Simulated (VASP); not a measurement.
# KMgF3 (Pm-3m) in VASP: vibrations by perturbation theory with PBEsol

Aim: the vibrations by perturbation theory of KMgF3 with PBEsol.

Program: VASP 6.6.1. These are calculated values, not measurements. Logs are shortened: lines on timing, memory, paths and dates and some standing lists are left out, and cuts for length are marked.

## Step 1: The cell of the first run

Symmetry: Pm-3m, No. 221, cubic system. Conventional cell: a = 3.979 Å, b = 3.979 Å, c = 3.979 Å, α = 90.00°, β = 90.00°, γ = 90.00°. Within 3.7 Å of K (site symmetry m-3m) lie 12 F at 2.81 Å and 8 Mg at 3.45 Å. Mg (site symmetry m-3m) has 6 F at 1.99 Å within 2.6 Å. F (site symmetry 4/mmm) has 2 Mg at 1.99 Å within 2.6 Å.

## Step 2: Vibrations by perturbation theory, PBEsol

Input file INCAR:

```
SYSTEM = KMgF3
ALGO     = Normal         ! electronic algorithm
EDIFF    = 1E-8           ! SCF threshold, eV
ENCUT    = 520            ! plane-wave cutoff, eV
GGA      = PS             ! functional
IBRION   = 8              ! ionic algorithm
ISIF     = 2              ! what is computed and relaxed
ISMEAR   = 0              ! smearing method
LASPH    = .True.         ! aspherical terms in the spheres
LCHARG   = .True.         ! write CHGCAR
LREAL    = .False.        ! projectors in reciprocal space
LWAVE    = .False.        ! write WAVECAR
NBANDS   = 24             ! bands
NELM     = 100            ! most SCF steps
NSW      = 1              ! ionic steps
PREC     = Accurate       ! precision mode
SIGMA    = 0.01           ! smearing width, eV
```

Input file KPOINTS:

```
k-points
0
Gamma
  6 6 6
  0 0 0
```

Input file POSCAR:

```
KMgF3
1.0
    3.9791132838      0.0000000000      0.0000000000
    0.0000000000      3.9791132838      0.0000000000
    0.0000000000      0.0000000000      3.9791132838
K Mg F
1 1 3
Direct
    0.5000000000      0.5000000000      0.5000000000
    0.0000000000      0.0000000000      0.0000000000
    0.5000000000      0.0000000000      0.0000000000
    0.0000000000      0.5000000000      0.0000000000
    0.0000000000      0.0000000000      0.5000000000
```

Potentials or basis: VASP PAW PBE potentials, release 64 (K_sv, Mg, F).

Started as:

```console
$ cat potpaw_PBE.64/K_sv/POTCAR potpaw_PBE.64/Mg/POTCAR potpaw_PBE.64/F/POTCAR > POTCAR
$ mpirun -np 1 vasp_std > vasp.out
```

OUTCAR:

```text
SYSTEM = KMgF3
   EDIFF = 1E-8
   ENCUT = 520
   GGA = PS
   IBRION = 8
   ISIF = 2
   ISMEAR = 0
   LASPH = .True.
   LREAL = .False.
   NELM = 100
   NSW = 1
   PREC = Accurate

 ion  position               nearest neighbor table
   1  0.500  0.500  0.500-   3 2.81   4 2.81   5 2.81   3 2.81   4 2.81   3 2.81   5 2.81   3 2.81
                             4 2.81   5 2.81   4 2.81   5 2.81   2 3.45   2 3.45   2 3.45   2 3.45
   2  0.000  0.000  0.000-   3 1.99   4 1.99   5 1.99   5 1.99   4 1.99   3 1.99   1 3.45   1 3.45
                             1 3.45   1 3.45   1 3.45   1 3.45   1 3.45   1 3.45
   3  0.500  0.000  0.000-   2 1.99   2 1.99   1 2.81   1 2.81   1 2.81   1 2.81
   4  0.000  0.500  0.000-   2 1.99   2 1.99   1 2.81   1 2.81   1 2.81   1 2.81
   5  0.000  0.000  0.500-   2 1.99   2 1.99   1 2.81   1 2.81   1 2.81   1 2.81

  LATTYP: Found a simple cubic cell.
 ALAT       =     3.9791132838

  Lattice vectors:

 A1 = (   3.9791132838,   0.0000000000,   0.0000000000)
 A2 = (   0.0000000000,   3.9791132838,   0.0000000000)
 A3 = (   0.0000000000,   0.0000000000,   3.9791132838)

Analysis of symmetry for initial positions (statically):
=====================================================================
 Subroutine PRICEL returns:
 Original cell was already a primitive cell.

 Routine SETGRP: Setting up the symmetry group for a
 simple cubic supercell.

 Subroutine GETGRP returns: Found 48 space group operations
 (whereof 48 operations were pure point group operations)
 out of a pool of 48 trial point group operations.

The static configuration has the point symmetry O_h .

Analysis of symmetry for dynamics (positions and initial velocities):
[... 758 lines left out ...]
  energy without entropy =       -0.53475986

------------------------ aborting loop because EDIFF is reached ----------------------------------------

 INTERNAL STRAIN TENSOR  FOR ION    3  DIRECTION 2   (eV/Angst):
 -----------------------------------------------------------------------------
    -0.00637  0.00000  0.00000
     0.00000  0.00178  0.00000
     0.00000  0.00000  0.00505

 INTERNAL STRAIN TENSOR FOR ION    5 for displacements in x,y,z  (eV/Angst):
          X           Y           Z          XY          YZ          ZX
  --------------------------------------------------------------------------------
  x     0.00000     0.00000     0.00000     0.00000     0.00000     0.00000
  y     0.00000     0.00000     0.00000     0.00000     0.00000     0.00000
  z     0.00000     0.00000     0.00000     0.00000     0.00000     0.00000

 SECOND DERIVATIVES (NOT SYMMETRIZED)
 ------------------------------------
               1X          1Y          1Z          2X          2Y          2Z          3X          3Y          3Z          4X          4Y          4Z          5X          5Y          5Z
  1X    -2.230439   -0.000000    0.000000    1.208350   -0.000000    0.000000    0.413938   -0.000000    0.000000    0.304076    0.000000    0.000000    0.304076   -0.000000   -0.000000
  1Y    -0.000000   -2.230439    0.000000   -0.000000    1.208350    0.000000    0.000000    0.304076   -0.000000   -0.000000    0.413938    0.000000   -0.000000    0.304076   -0.000000
  1Z    -0.000000   -0.000000   -2.230439   -0.000000   -0.000000    1.208350    0.000000   -0.000000    0.304076   -0.000000    0.000000    0.304076   -0.000000   -0.000000    0.413938
  2X     1.208227   -0.000000    0.000000   -9.492017   -0.000000   -0.000000    6.594885    0.000000   -0.000000    0.844453    0.000000   -0.000000    0.844453   -0.000000    0.000000
  2Y    -0.000000    1.208227    0.000000   -0.000000   -9.492017   -0.000000    0.000000    0.844453    0.000000    0.000000    6.594885   -0.000000   -0.000000    0.844453    0.000000
  2Z     0.000000    0.000000    1.208227    0.000000    0.000000   -9.492017   -0.000000    0.000000    0.844453    0.000000   -0.000000    0.844453    0.000000   -0.000000    6.594885
  3X     0.418595   -0.000000    0.000000    6.598306   -0.000000    0.000000  -11.158326   -0.000000   -0.000000    2.070713   -0.000000    0.000000    2.070713    0.000000   -0.000000
  3Y     0.000000    0.311503    0.000000    0.000000    0.849423    0.000000    0.000000   -2.821286    0.000000    0.000000    2.073955    0.000000    0.000000   -0.413596    0.000000
  3Z     0.000000    0.000000    0.311503    0.000000    0.000000    0.849423    0.000000    0.000000   -2.821286    0.000000    0.000000   -0.413596    0.000000    0.000000    2.073955
  4X     0.311503    0.000000    0.000000    0.849423    0.000000    0.000000    2.073955    0.000000    0.000000   -2.821286    0.000000    0.000000   -0.413596    0.000000    0.000000
  4Y     0.000000    0.418595    0.000000   -0.000000    6.598306    0.000000   -0.000000    2.070713    0.000000   -0.000000  -11.158326    0.000000    0.000000    2.070713    0.000000
  4Z     0.000000    0.000000    0.311503    0.000000    0.000000    0.849423    0.000000    0.000000   -0.413596    0.000000    0.000000   -2.821286    0.000000    0.000000    2.073955
  5X     0.311503    0.000000    0.000000    0.849423    0.000000    0.000000    2.073955    0.000000    0.000000   -0.413596    0.000000    0.000000   -2.821286    0.000000    0.000000
  5Y     0.000000    0.311503    0.000000    0.000000    0.849423    0.000000    0.000000   -0.413596    0.000000    0.000000    2.073955    0.000000    0.000000   -2.821286    0.000000
  5Z    -0.000000    0.000000    0.418595    0.000000    0.000000    6.598306    0.000000    0.000000    2.070713    0.000000   -0.000000    2.070713    0.000000    0.000000  -11.158326

 Eigenvectors and eigenvalues of the dynamical matrix
 ----------------------------------------------------

   1 f  =   14.199102 THz    89.215588 2PiTHz  473.631056 cm-1    58.722740 meV
             X         Y         Z           dx          dy          dz
      1.989557  1.989557  1.989557    -0.000087    0.015341    0.000000
      0.000000  0.000000  0.000000     0.003160   -0.559401   -0.000000
      1.989557  0.000000  0.000000    -0.004609   -0.102542    0.000000
      0.000000  1.989557  0.000000     0.000579    0.815949   -0.000000
      0.000000  0.000000  1.989557     0.000579   -0.102542    0.000000
[... 105 lines left out ...]
  15 f/i=    0.012432 THz     0.078109 2PiTHz    0.414670 cm-1     0.051413 meV
             X         Y         Z           dx          dy          dz
      1.989557  1.989557  1.989557    -0.053870    0.153905    0.547999
      0.000000  0.000000  0.000000    -0.042329    0.120933    0.430597
      1.989557  0.000000  0.000000    -0.037388    0.106629    0.379665
      0.000000  1.989557  0.000000    -0.037323    0.106816    0.379665
      0.000000  0.000000  1.989557    -0.037323    0.106629    0.380334

--------------------------------------------------------------------------------------------------------

 ELASTIC MODULI CONTR FROM IONIC RELAXATION (kBar)
 Direction    XX          YY          ZZ          XY          YZ          ZX
 --------------------------------------------------------------------------------
 XX           0.0000      0.0000      0.0000      0.0000      0.0000      0.0000
 YY           0.0000      0.0000      0.0000      0.0000      0.0000      0.0000
 ZZ           0.0000      0.0000      0.0000      0.0000      0.0000      0.0000
 XY           0.0000      0.0000      0.0000      0.0000      0.0000      0.0000
 YZ           0.0000      0.0000      0.0000      0.0000      0.0000      0.0000
 ZX           0.0000      0.0000      0.0000      0.0000      0.0000      0.0000
 --------------------------------------------------------------------------------
```

OSZICAR:

```text
N       E                     dE             d eps       ncg     rms          rms(c)
DAV:   1     0.221241863969E+03    0.22124E+03   -0.17351E+04   992   0.127E+03
DAV:   2    -0.153192135190E+02   -0.23656E+03   -0.22629E+03  1232   0.341E+02
DAV:   3    -0.266208109110E+02   -0.11302E+02   -0.11246E+02  1376   0.690E+01
DAV:   4    -0.271319423479E+02   -0.51113E+00   -0.51104E+00  1264   0.897E+00
[... 76 lines left out ...]
RMM:  10    -0.534759654308E+00    0.37435E-06   -0.13058E-09  6343   0.163E-04    0.118E-05
RMM:  11    -0.534759877562E+00   -0.22325E-06   -0.31219E-08  6251   0.760E-05    0.820E-06
RMM:  12    -0.534759865916E+00    0.11647E-07    0.17256E-08  6262   0.356E-05    0.398E-06
RMM:  13    -0.534759857826E+00    0.80902E-08    0.58240E-09  5923   0.181E-05    0.263E-06
 Linear response finished
```

stdout:

```text
POSCAR found type information on POSCAR K MgF
 POSCAR found :  3 types and       5 ions
 scaLAPACK will be used
 -----------------------------------------------------------------------------
|                                                                             |
|                                                                             |
|     You enforced a specific xc type in the INCAR file but a different       |
|     I HOPE YOU KNOW WHAT YOU ARE DOING!                                     |
|                                                                             |
 -----------------------------------------------------------------------------

 LDA part: xc-table for (Slater+PW92), standard interpolation
 POSCAR, INCAR and KPOINTS ok, starting setup
 FFT: planning ... GRIDC
 FFT: planning ... GRID_SOFT
 FFT: planning ... GRID
 WAVECAR not read
 entering main loop
 Linear response reoptimize wavefunctions to high precision
 Linear response DOF=           4
 Linear response progress:
 first order change of Fermi-energy   0.13366E-03
 force on displaced ion       1 direction 1 :  -2.230  -0.000  -0.000
 Linear response progress:
 first order change of Fermi-energy  -0.11443E-04
 force on displaced ion       2 direction 1 :  -9.492  -0.000  -0.000
 Linear response progress:
 first order change of Fermi-energy   0.25032E-04
 force on displaced ion       3 direction 1 : -11.158   0.000  -0.000
 Linear response progress:
 first order change of Fermi-energy  -0.36545E-04
 force on displaced ion       3 direction 2 :   0.000  -2.821   0.000
 Linear response finished
```

Run time: 10 min. Hardware: 1 thread of Intel Xeon 8259CL, shared host; peak memory 0.37 GiB.

What came out:

```yaml
Highest_phonon_frequency_at_Γ_LO-TO_splitting_left_out: 474 cm⁻¹
```

Phonon frequencies in cm⁻¹ (negative: imaginary):
| q point | frequencies |
| --- | --- |
| (0.000, 0.000, 0.000) | 0 0 0 150 150 150 186 186 186 285 285 285 474 474 474 |
